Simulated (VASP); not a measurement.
Write the native input for VASP 6.6.1 that does the following.

| Quantity | Value |
| --- | --- |
| Task | single point |
| Functional | PBE |
| Potentials or basis | VASP PAW PBE potentials, release 64 (W_sv) |
| Cutoff | 520 eV |
| k mesh | 16 × 16 × 16 |
| Occupations | gaussian, width 0.05 eV |
| Spin | no spin polarisation |
| Dipole correction | no |
| Further INCAR settings | ALGO = Normal; EDIFF = 1e-06; NBANDS = 13 |

The structure of W lies in POSCAR:

```
W
1.0
   -1.6432634159      1.6432634159      1.6432634159
    1.6432634159     -1.6432634159      1.6432634159
    1.6432634159      1.6432634159     -1.6432634159
W
1
Direct
    0.0000000000      0.0000000000      0.0000000000
```

The input as run:

INCAR

```
SYSTEM = W
PREC     = Accurate       ! precision mode
ENCUT    = 520            ! plane-wave cutoff, eV
EDIFF    = 1E-6           ! SCF threshold, eV
ISMEAR   = 0              ! smearing method
SIGMA    = 0.05           ! smearing width, eV
LREAL    = .FALSE.        ! projectors in reciprocal space
LASPH    = .TRUE.         ! aspherical terms in the spheres
NELM     = 100            ! most SCF steps
ALGO     = Normal         ! electronic algorithm
ISIF     = 2              ! what is computed and relaxed
LWAVE    = .FALSE.        ! write WAVECAR
LCHARG   = .TRUE.         ! write CHGCAR
GGA      = PE             ! functional
LELF     = .TRUE.         ! ELF
LVHAR    = .TRUE.       
NBANDS   = 13             ! bands
```

KPOINTS

```
regular mesh
0
G
  16 16 16
  0 0 0
```

Potentials or basis: VASP PAW PBE potentials, release 64 (W_sv).

Command:

```console
$ cat potpaw_PBE.64/W_sv/POTCAR > POTCAR
$ mpirun -np 1 vasp_std > vasp.out
```

Results of the run:

The pressure is -23.3 GPa and the band gap on the k mesh is zero (band 7 reaches 14.25 eV, above the bottom of band 8 at 8.81 eV).

Caveat: spin-orbit coupling is left out, which moves the levels of the heavy elements.

It took 13 s on 1 thread of Intel(R) Xeon(R) Platinum 8375C CPU @ 2.90GHz (Ice Lake) (shared host), peak memory 0.16 GiB.
